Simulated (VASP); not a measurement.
# AlN in VASP: further runs, part 3 of 3

VASP 6.6.1. The steps go on from the part before.

## (5) Single point, PBE

This run uses another cell than the first one.

Input file INCAR:

```
ALGO = Normal
DIPOL = 0.5 0.5 0.294
EDIFF = 1E-6
ENCUT = 520
GGA = PE
IDIPOL = 3
ISIF = 2
ISMEAR = 0
LASPH = True
LCHARG = True
LDIPOL = True
LELF = True
LREAL = False
LVACPOTAV = True
LVHAR = True
LWAVE = False
NBANDS = 11
NELM = 60
PREC = Accurate
SIGMA = 0.02
```

Input file KPOINTS:

```
k-points
0
Gamma
  6 8 1
```

Input file POSCAR:

```
AlN
1.0
    4.9579444217      0.0000000000      0.0000000000
    0.0000000000      3.3760693843      0.0000000000
    0.0000000000      0.0000000000     23.8000000000
Al N
1 1
Direct
    0.0000000000      0.4401000000      0.2941176471
    0.0000000000      0.9401000000      0.2941176471
```

Started as:

```sh
$ cat potpaw_PBE.64/Al/POTCAR potpaw_PBE.64/N/POTCAR > POTCAR
$ mpirun -np 1 vasp_std > vasp.out
```

Wall time 4 min (1 thread of Intel Xeon 8259CL, shared host); peak memory 0.51 GiB.

It converged, with:

- Free energy: -11.2415 eV
- Band gap on the k mesh: 1.90 eV (least direct gap 2.77 eV)

Levels at points of the mesh, in eV from the valence-band top:
```csv
k point,band 1,band 2,band 3,band 4,band 5,band 6,band 7,band 8,band 9
"(0.00, 0.00, 0.00)",-12.61,-2.40,-1.11,-0.86,1.90,4.89,5.28,5.69,5.91
"(0.50, 0.00, 0.00)",-12.59,-2.40,-1.28,-1.04,2.85,5.36,5.81,6.14,6.69
"(0.00, 0.50, 0.00)",-11.92,-4.91,-0.10,0.00,4.40,4.85,5.31,7.22,8.24
"(0.50, 0.50, 0.00)",-11.91,-4.86,-0.17,-0.08,3.94,4.68,5.74,8.82,8.98
```

## (6) Single point, PBE

This run uses another cell than the first one.

Input file INCAR:

```
SYSTEM = AlN
ALGO     = Normal         ! electronic algorithm
DIPOL    = 0.5 0.5 0.294
EDIFF    = 1E-6           ! SCF threshold, eV
ENCUT    = 520            ! plane-wave cutoff, eV
GGA      = PE             ! functional
IDIPOL   = 3            
ISIF     = 2              ! what is computed and relaxed
ISMEAR   = 0              ! smearing method
LASPH    = .TRUE.         ! aspherical terms in the spheres
LCHARG   = .TRUE.         ! write CHGCAR
LDIPOL   = .TRUE.       
LELF     = .TRUE.         ! ELF
LREAL    = .FALSE.        ! projectors in reciprocal space
LVACPOTAV= .TRUE.       
LVHAR    = .TRUE.       
LWAVE    = .FALSE.        ! write WAVECAR
NBANDS   = 11             ! bands
NELM     = 80             ! most SCF steps
PREC     = Accurate       ! precision mode
SIGMA    = 0.02           ! smearing width, eV
```

Input file KPOINTS:

```
k-points
0
G
  6 8 1
  0 0 0
```

POSCAR is that of step 5.

Potentials or basis: VASP PAW PBE potentials, release 64 (Al, N).

Started as:

```sh
$ cat potpaw_PBE.64/Al/POTCAR potpaw_PBE.64/N/POTCAR > POTCAR
$ mpirun -np 1 vasp_std > vasp.out
```

OUTCAR:

```text
SYSTEM = AlN
   EDIFF = 1E-6
   ENCUT = 520
   GGA = PE
   ISIF = 2
   ISMEAR = 0
   LASPH = .TRUE.
   LREAL = .FALSE.
   NELM = 80
   PREC = Accurate

 ion  position               nearest neighbor table
   1  0.000  0.440  0.294-   2 1.69   2 1.69
   2  0.000  0.940  0.294-   1 1.69   1 1.69

  LATTYP: Found a simple orthorhombic cell.
 ALAT       =     3.3760693843
 B/A-ratio  =     1.4685552509
 C/A-ratio  =     7.0496181479

  Lattice vectors:

[... 468 lines left out ...]

  FORCE on cell =-STRESS in cart. coord.  units (eV):
  Direction    XX          YY          ZZ          XY          YZ          ZX
  --------------------------------------------------------------------------------------
  -------------------------------------------------------------------------------------
  Total        0.0083389      0.0636833     -0.0116426      0.0000000      0.0000000      0.0000000
  in kB        0.0335373      0.2561217     -0.0468241      0.0000000      0.0000000      0.0000000
  external PRESSURE =       0.0809450 kB  Pullay stress =       0.0000000 kB

 VOLUME and BASIS-vectors are now :
 -----------------------------------------------------------------------------
  energy-cutoff  :      520.00
  volume of cell :      398.37
      direct lattice vectors                 reciprocal lattice vectors
     4.957944422  0.000000000  0.000000000     0.201696493  0.000000000  0.000000000
     0.000000000  3.376069384  0.000000000     0.000000000  0.296202443  0.000000000
     0.000000000  0.000000000 23.800000000     0.000000000  0.000000000  0.042016807

 POSITION                                       TOTAL-FORCE (eV/Angst)
 -----------------------------------------------------------------------------------
      0.00000      1.48581      7.00000         0.000000      0.000000      0.000000
      0.00000      3.17384      7.00000         0.000000      0.000000      0.000000
 -----------------------------------------------------------------------------------
    total drift:                               -0.000000      0.000004      0.000020

  FREE ENERGIE OF THE ION-ELECTRON SYSTEM (eV)
  ---------------------------------------------------
  free  energy   TOTEN  =       -11.2414627562 eV

  energy  without entropy=      -11.2414627562  energy(sigma->0) =      -11.24146276

 vacuum level on the upper side and lower side of the slab         0.628         0.628
```

OSZICAR:

```text
N       E                     dE             d eps       ncg     rms          rms(c)
DAV:   1     0.534775476597E+02    0.53478E+02   -0.22925E+03   488   0.435E+02
DAV:   2    -0.388281556605E+01   -0.57360E+02   -0.53535E+02   708   0.868E+01
DAV:   3    -0.162957240232E+02   -0.12413E+02   -0.12388E+02   568   0.516E+01
[... 13 lines left out ...]
DAV:  17    -0.112414257995E+02   -0.68743E-04   -0.47730E-06   538   0.867E-03    0.212E-03
DAV:  18    -0.112414534632E+02   -0.27664E-04   -0.19828E-06   509   0.539E-03    0.762E-04
DAV:  19    -0.112414604763E+02   -0.70130E-05   -0.31333E-07   537   0.230E-03    0.404E-04
DAV:  20    -0.112414619414E+02   -0.14651E-05   -0.74112E-08   507   0.984E-04    0.120E-04
DAV:  21    -0.112414627562E+02   -0.81481E-06   -0.19873E-08   518   0.438E-04
   1 F= -.11241463E+02 E0= -.11241463E+02  d E =-.995234E-13
```

stdout:

```text
POSCAR found type information on POSCAR AlN
 POSCAR found :  2 types and       2 ions
 scaLAPACK will be used
 LDA part: xc-table for (Slater+PW92), standard interpolation
 POSCAR, INCAR and KPOINTS ok, starting setup
 FFT: planning ... GRIDC
 FFT: planning ... GRID_SOFT
 FFT: planning ... GRID
 WAVECAR not read
 entering main loop
 -----------------------------------------------------------------------------
|                                                                             |
|           W    W    AA    RRRRR   N    N  II  N    N   GGGG   !!!           |
|           W    W   A  A   R    R  NN   N  II  NN   N  G    G  !!!           |
|           W    W  A    A  R    R  N N  N  II  N N  N  G       !!!           |
|           W WW W  AAAAAA  RRRRR   N  N N  II  N  N N  G  GGG   !            |
|           WW  WW  A    A  R   R   N   NN  II  N   NN  G    G                |
|           W    W  A    A  R    R  N    N  II  N    N   GGGG   !!!           |
|                                                                             |
|     Did not find any points to average over, which means that no vacuum     |
|     field-free region was found. Please increase the size of  your cell     |
|     in the dimension of the dipole correction to obtain accurate            |
|     workfunction values.                                                    |
|                                                                             |
 -----------------------------------------------------------------------------
```

It took 3.6 min on 1 thread of Intel Xeon 8259CL, shared host; peak memory 0.51 GiB.

Results:

```
Free energy            : -11.2415 eV
Band gap on the k mesh : 1.90 eV (least direct gap 2.77 eV)
```

## (7) Single point, PBE, collinear spin, ferromagnetic start

Input file INCAR:

```
ALGO = Normal
DIPOL = 0.5 0.5 0.294
EDIFF = 1E-7
ENCUT = 520
GGA = PE
IDIPOL = 3
ISIF = 2
ISMEAR = 0
ISPIN = 2
LASPH = T
LCHARG = T
LDIPOL = T
LELF = T
LORBIT = 11
LREAL = F
LVACPOTAV = T
LVHAR = T
LWAVE = F
MAGMOM = 0 1
NBANDS = 15
NELM = 150
PREC = Accurate
SIGMA = 0.1
```

Input file KPOINTS:

```
k-points
0
Gamma
  6 4 1
```

Input file POSCAR:

```
AlN
1.0
    4.3203143139      0.0000000000      0.0000000000
    0.0000000000      3.3750188458      0.0000000000
    0.0000000000      0.0000000000     23.8000000000
Al N
1 1
Direct
    0.0000000000      0.4401062900      0.2941176471
    0.0000000000      0.9400937100      0.2941176471
```

Started as:

```sh
$ cat potpaw_PBE.64/Al/POTCAR potpaw_PBE.64/N/POTCAR > POTCAR
$ mpirun -np 1 vasp_std > vasp.out
```

It took 7 min on 1 thread of Intel Xeon 8259CL, shared host; peak memory 0.57 GiB.

Results (log left out):

```yaml
Free_energy: -11.2253 eV
Band_gap_on_the_k_mesh: 1.53 eV (least direct gap 2.29 eV)
Net_moment: 0.00 μB per cell
Valence_electrons_inside_the_program's_atomic_spheres: Al 0.87; N 3.77
Ionisation_potential_of_the_upper_face: 5.27 eV
```

Forces in eV/Å, atoms in the order of the input:
```
Al   0.000 -0.002  0.000
N    0.000  0.002  0.000
```

Levels at points of the mesh, in eV from the valence-band top:
Spin up:
```tsv
k point	band 2	band 3	band 4	band 5	band 6	band 7
(0.00, 0.00, 0.00)	-2.55	-1.30	-0.75	1.53	4.72	5.10
(0.50, 0.00, 0.00)	-2.53	-1.65	-1.13	3.06	5.51	5.79
(0.00, 0.50, 0.00)	-5.10	-0.26	0.00	4.11	4.48	5.90
(0.50, 0.50, 0.00)	-4.96	-0.44	-0.19	3.35	4.70	5.94
```
Spin down:
```
           k point  band 1  band 2  band 3  band 4  band 5  band 6  band 7  band 8
(0.00, 0.00, 0.00)  -12.76   -2.55   -1.30   -0.75    1.53    4.72    5.10    5.53
(0.50, 0.00, 0.00)  -12.72   -2.53   -1.65   -1.13    3.06    5.51    5.79    6.38
(0.00, 0.50, 0.00)  -12.07   -5.10   -0.26    0.00    4.11    4.48    5.90    7.10
(0.50, 0.50, 0.00)  -12.04   -4.96   -0.44   -0.19    3.35    4.70    5.94    8.67
```

Caveat: the k points lie up to 0.47 Å⁻¹ apart.

## (8) Overview

```csv
spin,cell,k mesh,smearing,gap on the mesh (eV)
off,"a = 4.320, b = 3.375, c = 23.800 Å, 2 atoms",4 × 6 × 1,gaussian 0.1 eV,1.54
off,"a = 4.320, b = 3.375, c = 23.800 Å, 2 atoms",6 × 8 × 1,gaussian 0.02 eV,1.54
off,"a = 4.958, b = 3.376, c = 23.800 Å, 2 atoms",6 × 8 × 1,gaussian 0.02 eV,1.90
"collinear, ferromagnetic start","a = 4.320, b = 3.375, c = 23.800 Å, 2 atoms",6 × 4 × 1,gaussian 0.1 eV,1.53
```

Alike in all rows: task single point; level PBE; potentials or basis VASP PAW PBE potentials, release 64 (Al, N); cutoff (eV) 520.

Caveats: some runs use coarse meshes.

Absolute energies hang on the potentials; compare differences alone.
